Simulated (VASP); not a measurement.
# Zr (Pm-3m) in VASP: single point with RPBE

Aim: the single point of Zr with RPBE.

All numbers are computed with VASP 6.6.1; they aren't measurements. Logs are shortened: lines on timing, memory, paths and dates and some standing lists are left out, and cuts for length are marked.

## Step 1: The cell of the first run

Symmetry: Pm-3m, No. 221, cubic system. Conventional cell: a = 2.762 Å, b = 2.762 Å, c = 2.762 Å, α = 90.00°, β = 90.00°, γ = 90.00°. Zr (site symmetry m-3m) has 6 Zr at 2.76 Å within 3.6 Å.

This isn't the form of Zr at room conditions, which is hcp.

## Step 2: Single point, RPBE

The input, INCAR:

```
PREC = Accurate ; ENCUT = 520
EDIFF = 1E-6 ; ISMEAR = -1
SIGMA = 0.1 ; LREAL = False
LASPH = True ; NELM = 80
ALGO = Normal ; ISIF = 2
LWAVE = False ; LCHARG = False
GGA = RP ; NBANDS = 12
ISYM = 0
```

The input, KPOINTS:

```
Automatic mesh
0
Gamma
  14 14 14
```

The input, POSCAR:

```
Zr
1.0
    2.7623963610      0.0000000000      0.0000000000
    0.0000000000      2.7623963610      0.0000000000
    0.0000000000      0.0000000000      2.7623963610
Zr
1
Direct
    0.0000000000      0.0000000000      0.0000000000
```

Potentials or basis: VASP PAW PBE potentials, release 64 (Zr_sv).

Run with:

```console
$ cat potpaw_PBE.64/Zr_sv/POTCAR > POTCAR
$ mpirun -np 1 vasp_std > vasp.out
```

OUTCAR:

```text
PREC = Accurate
   ENCUT = 520
   EDIFF = 1E-6
   ISMEAR = -1
   LREAL = False
   LASPH = True
   NELM = 80
   ISIF = 2
   GGA = RP
   ISYM = 0

 ion  position               nearest neighbor table
   1  0.000  0.000  0.000-

IMPORTANT INFORMATION: All symmetrisations will be switched off!
NOSYMM: (Re-)initialisation of all symmetry stuff for point group C_1.

----------------------------------------------------------------------------------------

                                     Primitive cell

  volume of cell :      21.0794

  direct lattice vectors                    reciprocal lattice vectors
     2.762396361  0.000000000  0.000000000     0.362004531  0.000000000  0.000000000
     0.000000000  2.762396361  0.000000000     0.000000000  0.362004531  0.000000000
     0.000000000  0.000000000  2.762396361     0.000000000  0.000000000  0.362004531

  length of vectors
     2.762396361  2.762396361  2.762396361     0.362004531  0.362004531  0.362004531

  position of ions in fractional coordinates (direct lattice)
     0.000000000  0.000000000  0.000000000

  ion indices of the primitive-cell ions
   primitive index   ion index
                 1           1

----------------------------------------------------------------------------------------

 KPOINTS: Automatic mesh

Automatic generation of k-mesh.
 Grid dimensions read from file:
 generate k-points for:   14   14   14

 Generating k-lattice:

  Cartesian coordinates                     Fractional coordinates (reciprocal lattice)
     0.025857467  0.000000000  0.000000000     0.071428571  0.000000000  0.000000000
     0.000000000  0.025857467  0.000000000     0.000000000  0.071428571  0.000000000
     0.000000000  0.000000000  0.025857467     0.000000000  0.000000000  0.071428571

  Length of vectors
     0.025857467  0.025857467  0.025857467

  Shift w.r.t. Gamma in fractional coordinates (k-lattice)
     0.000000000  0.000000000  0.000000000

 Subroutine IBZKPT returns following result:
 ===========================================

 Found   1376 irreducible k-points:

 Following reciprocal coordinates:
            Coordinates               Weight
  0.000000  0.000000  0.000000      1.000000
  0.071429  0.000000  0.000000      2.000000
  0.000000  0.071429  0.000000      2.000000
  0.000000  0.000000  0.071429      2.000000
  0.142857  0.000000  0.000000      2.000000
  0.000000  0.142857  0.000000      2.000000
[... 16 lines left out ...]
  0.071429  0.071429  0.000000      2.000000
  0.000000  0.071429  0.071429      2.000000
 [... further k-points ...]
   k-points           NKPTS =   1376   k-points in BZ     NKDIM =   1376   number of bands    NBANDS=     12
   number of dos      NEDOS =    301   number of ions     NIONS =      1
   total plane-waves  NPLWV =  13824
   dimension x,y,z NGX =    24 NGY =   24 NGZ =   24
   dimension x,y,z NGXF=    48 NGYF=   48 NGZF=   48
   ions per type =               1
   NGX,Y,Z   is equivalent  to a cutoff of  14.44, 14.44, 14.44 a.u.
   NGXF,Y,Z  is equivalent  to a cutoff of  28.89, 28.89, 28.89 a.u.
 SYSTEM =  unknown system
   PREC   = accura    normal or accurate (medium, high low for compatibility)
   ISTART =      0    job   : 0-new  1-cont  2-samecut
   ICHARG =      2    charge: 1-file 2-atom 10-const
   ISPIN  =      1    spin polarized calculation?
   LNONCOLLINEAR =      F non collinear calculations
   LSORBIT =      F    spin-orbit coupling
   LASPH  =      T    aspherical Exc in radial PAW
   ENCUT  =  520.0 eV  38.22 Ry    6.18 a.u.   5.14  5.14  5.14*2*pi/ulx,y,z
   NELM   =     80;   NELMIN=  2; NELMDL= -5     # of ELM steps
   EDIFF  = 0.1E-05   stopping-criterion for ELM
   LREAL  =      F    real-space projection
   EDIFFG = 0.1E-04   stopping-criterion for IOM
   NSW    =      0    number of steps for IOM
   IBRION =     -1    ionic relax: 0-MD 1-quasi-New 2-CG
   NFREE  =      0    steps in history (QN), initial steepest desc. (CG)
   ISIF   =      2    stress and relaxation
   ISYM   =      0    0-nonsym 1-usesym 2-fastsym
   POTIM  = 0.5000    time-step for ionic-motion
   TEBEG  =    0.0;   TEEND  =   0.0 temperature during run
   PSTRESS=    0.0 pullay stress
   NELECT =      12.0000    total number of electrons
   NUPDOWN=      -1.0000    fix difference up-down
   EMIN   =  10.00;   EMAX   =-10.00  energy-range for DOS
   EFERMI =   0.00;   METHOD = LEGACY
   ISMEAR =    -1;   SIGMA  =   0.10  broadening in eV -4-tet -1-fermi 0-gaus
   EFERMI_NEDOS =   21; number of points for ismear=-14 and -15
   IALGO  =     38    algorithm
   IMIX   =      4    mixing-type and parameters
     AMIX     =   0.40;   BMIX     =  1.00
     AMIX_MAG =   1.60;   BMIX_MAG =  1.00
  volume/ion in A,a.u.               =      21.08       142.25
  Fermi-wavevector in a.u.,A,eV,Ry     =   1.356800  2.563981 25.047060  1.840907
  Thomas-Fermi vector in A             =   2.483773
   LORBIT       =      0    0 simple, 1 ext, 2 COOP (PROOUT), +10 PAW based schemes
   GGA     = RP    functional components
   LHFCALC =     F    Hartree Fock is set to
   AEXX    =    0.0000 exact exchange contribution
   IVDW    =     0    specifies the selected vdW correction
   LEPSILON=     F    determine dielectric tensor
   LRPA    =     F    only Hartree local field effects (RPA)
 non-spin polarized calculation
  energy-cutoff  :      520.00
  volume of cell :       21.08
 maximum number of plane-waves:       587
 NGX is ok and might be reduce to    24
   NGX = 11   NGY = 11   NGZ = 11

 number of electron      12.0000000 magnetization

 Free energy of the ion-electron system (eV)
  ---------------------------------------------------
  ext. energy  EPLUGINS =         0.00000000
  ---------------------------------------------------
  free energy    TOTEN  =        -7.03131394 eV

  energy without entropy =       -6.98246617  energy(sigma->0) =       -7.00689006

 E-fermi :   9.8887     XC(G=0): -11.3723

 val. band max:        9.8840584143   @ k =  -0.4286   0.1429   0.1429
 cond. band min:       9.8929317861   @ k =   0.0714   0.5000   0.4286
 fundamental gap:      0.0088733717
 Fermi energy:         9.8887049875

 k-point     1 :       0.0000    0.0000    0.0000
  band No.  band energies     occupation
      1     -38.6525      2.00000
      2     -15.7484      2.00000
      3     -15.7484      2.00000
      4     -15.7484      2.00000
      5       4.6490      2.00000
      6       7.7689      2.00000
      7       7.7689      2.00000
      8      16.4776      0.00000
      9      16.4776      0.00000
     10      16.4776      0.00000
     11      24.0834      0.00000
     12      24.0834      0.00000

 k-point     2 :       0.0714    0.0000    0.0000
  band No.  band energies     occupation
      1     -38.6403      2.00000
      2     -15.8511      2.00000
      3     -15.7397      2.00000
      4     -15.7397      2.00000
      5       4.8011      2.00000
      6       7.8126      2.00000
      7       7.9478      2.00000
      8      16.1819      0.00000
      9      16.1819      0.00000
     10      16.4967      0.00000
     11      23.4016      0.00000
     12      24.4388      0.00000

 k-point     3 :       0.0000    0.0714    0.0000
  band No.  band energies     occupation
      1     -38.6403      2.00000
      2     -15.8511      2.00000
      3     -15.7397      2.00000
      4     -15.7397      2.00000
      5       4.8011      2.00000
      6       7.8126      2.00000
      7       7.9478      2.00000
      8      16.1819      0.00000
      9      16.1819      0.00000
     10      16.4967      0.00000
     11      23.4016      0.00000
     12      24.4388      0.00000

 k-point     4 :       0.0000    0.0000    0.0714
  band No.  band energies     occupation
      1     -38.6403      2.00000
      2     -15.8511      2.00000
      3     -15.7397      2.00000
      4     -15.7397      2.00000
      5       4.8011      2.00000
      6       7.8126      2.00000
      7       7.9478      2.00000
      8      16.1819      0.00000
      9      16.1819      0.00000
     10      16.4967      0.00000
     11      23.4016      0.00000
     12      24.4388      0.00000

 k-point     5 :       0.1429    0.0000    0.0000
  band No.  band energies     occupation
      1     -38.6061      2.00000
      2     -16.1316      2.00000
      3     -15.7153      2.00000
      4     -15.7153      2.00000
      5       5.2124      2.00000
      6       7.9379      2.00000
      7       8.4717      2.00000
      8      15.4667      0.00000
      9      15.4667      0.00000
     10      16.5508      0.00000
     11      22.0239      0.00000
     12      25.3160      0.00000
[... 228 lines left out ...]
      1     -38.3998      2.00000
      2     -17.6026      2.00000
      3     -15.5702      2.00000
      4     -15.5702      2.00000
      5       7.9383      2.00000
      6       8.7873      1.99997
      7      10.6219      0.00131
      8      12.7050      0.00000
      9      12.7050      0.00000
     10      16.8838      0.00000
     11      20.9200      0.00000
     12      22.2829      0.00000

 k-point    22 :       0.0000    0.0000    0.5000
  band No.  band energies     occupation
      1     -38.3998      2.00000
      2     -17.6026      2.00000
      3     -15.5702      2.00000
      4     -15.5702      2.00000
      5       7.9383      2.00000
      6       8.7873      1.99997
      7      10.6219      0.00131
      8      12.7050      0.00000
      9      12.7050      0.00000
     10      16.8838      0.00000
     11      20.9200      0.00000
     12      22.2829      0.00000

 k-point    23 :       0.0714    0.0714    0.0000
  band No.  band energies     occupation
      1     -38.6282      2.00000
      2     -15.8485      2.00000
      3     -15.8356      2.00000
      4     -15.7310      2.00000
      5       4.9531      2.00000
      6       7.9241      2.00000
      7       8.0572      2.00000
      8      15.8718      0.00000
      9      16.1261      0.00000
     10      16.2842      0.00000
     11      23.6910      0.00000
     12      23.7997      0.00000

 k-point    24 :       0.0000    0.0714    0.0714
  band No.  band energies     occupation
      1     -38.6282      2.00000
      2     -15.8485      2.00000
      3     -15.8356      2.00000
      4     -15.7310      2.00000
      5       4.9531      2.00000
      6       7.9241      2.00000
      7       8.0572      2.00000
      8      15.8718      0.00000
      9      16.1261      0.00000
     10      16.2842      0.00000
     11      23.6910      0.00000
     12      23.7997      0.00000

 [... further k-points ...]

------------------------ aborting loop because EDIFF is reached ----------------------------------------

  FORCE on cell =-STRESS in cart. coord.  units (eV):
  Direction    XX          YY          ZZ          XY          YZ          ZX
  --------------------------------------------------------------------------------------
  -------------------------------------------------------------------------------------
  Total        2.2842434      2.2842459      2.2842477      0.0000005     -0.0000003      0.0000002
  in kB      173.6180926    173.6182833    173.6184200      0.0000399     -0.0000218      0.0000144
  external PRESSURE =     173.6182653 kB  Pullay stress =       0.0000000 kB

 VOLUME and BASIS-vectors are now :
 -----------------------------------------------------------------------------
  energy-cutoff  :      520.00
  volume of cell :       21.08
      direct lattice vectors                 reciprocal lattice vectors
     2.762396361  0.000000000  0.000000000     0.362004531  0.000000000  0.000000000
     0.000000000  2.762396361  0.000000000     0.000000000  0.362004531  0.000000000
     0.000000000  0.000000000  2.762396361     0.000000000  0.000000000  0.362004531

 POSITION                                       TOTAL-FORCE (eV/Angst)
 -----------------------------------------------------------------------------------
      0.00000      0.00000      0.00000        -0.000000      0.000001     -0.000000
 -----------------------------------------------------------------------------------
    total drift:                               -0.000000      0.000001     -0.000000

  FREE ENERGIE OF THE ION-ELECTRON SYSTEM (eV)
  ---------------------------------------------------
  free  energy   TOTEN  =        -7.0313139422 eV

  energy  without entropy=       -6.9824661723  energy(sigma->0) =       -7.00689006
```

It took 2.5 min on 1 thread of Intel Xeon Platinum 8259CL at 2.50GHz (Skylake/Cascade Lake), shared host; peak memory 0.43 GiB.

Results:

| Quantity | Value |
| --- | --- |
| Free energy | -7.0313 eV |
| Pressure | 17.4 GPa |
| Band gap on the k mesh | zero (bands 6 and 7 overlap by 3.08 eV) |

Caveat: the cell stands under pressure; the PAW data sets were made with another functional, which shifts forces and pressure a little.
